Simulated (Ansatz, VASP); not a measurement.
One calculation of BaF2, two programs

INCAR

```
SYSTEM = BaF2
ALGO = Normal
EDIFF = 1E-8
ENCUT = 520
GGA_COMPAT = .FALSE.
ISIF = 2
ISMEAR = -1
LASPH = .TRUE.
LCHARG = .FALSE.
LEFG = .TRUE.
LREAL = .FALSE.
LWAVE = .FALSE.
NBANDS = 19
NELM = 120
PREC = Accurate
SIGMA = 0.01
```

Contents of KPOINTS:

```
k-points
0
G
  8 8 8
  0 0 0
```

Contents of POSCAR:

```
BaF2
1.0
    0.0000000000      3.1000500000      3.1000500000
    3.1000500000      0.0000000000      3.1000500000
    3.1000500000      3.1000500000      0.0000000000
Ba F
1 2
Direct
    0.0000000000      0.0000000000      0.0000000000
    0.2500000000      0.2500000000      0.2500000000
    0.7500000000      0.7500000000      0.7500000000
```

Input for Ansatz:

```yaml
crystal:
  lattice:
    - [0.0, 3.10005, 3.10005]
    - [3.10005, 0.0, 3.10005]
    - [3.10005, 3.10005, 0.0]
  atoms:
    - { symbol: Ba, position: [0.0, 0.0, 0.0] }
    - { symbol: F, position: [0.25, 0.25, 0.25] }
    - { symbol: F, position: [0.75, 0.75, 0.75] }
kpoints:
  mp_grid: { grid: [8, 8, 8] }
  band_path:
    path:
      - [0.0, 0.0, 0.0]
      - [0.5, 0.0, 0.5]
      - [0.625, 0.25, 0.625]
      - [0.375, 0.375, 0.75]
      - [0.0, 0.0, 0.0]
      - [0.5, 0.5, 0.5]
      - [0.5, 0.25, 0.75]
      - [0.5, 0.0, 0.5]
    npoints: 14
scf:
  occupations: { method: fermi_dirac, width: 0.01 }
hamiltonian:
  xc: lda
  pseudopotentials: { kind: paw }
output:
  forces: true
  stress: true
  eigenvalues: true
  efg: { contact_densities: true }
  populations: true
  bader: true
  dos: { projected: true, de: 0.2, e_range: [-14, 8] }
  write_density: true
  write_potential: true
  elf: true
  volumetric_format: npy
```

Alike in both runs: task electric field gradients; functional LDA; k mesh 8 × 8 × 8; occupations fermi-dirac, width 0.01 eV; no spin polarisation.

|  | VASP | Ansatz |
| --- | --- | --- |
| version | VASP 6.6.1 | Ansatz 0.2.0 |
| potentials or method | VASP PAW LDA potentials, release 64 (Ba_sv, F) | PAW with Ansatz's default frozen-core files, scalar-relativistic |
| plane-wave cutoff (eV) | 520 | 420 |
| valence electrons in the cell | 24 | 24 |

|  | VASP | Ansatz | Ansatz less VASP |
| --- | --- | --- | --- |
| gap on the k mesh at the Fermi level (eV) | 6.39 | 6.45 | +0.066 |
| pressure (GPa) | -3.4 | -4.6 | -1.20 |

LDA's correlation is that of Perdew and Zunger in VASP and of Perdew and Wang (1992) in Ansatz.

Spin-orbit coupling is off throughout.
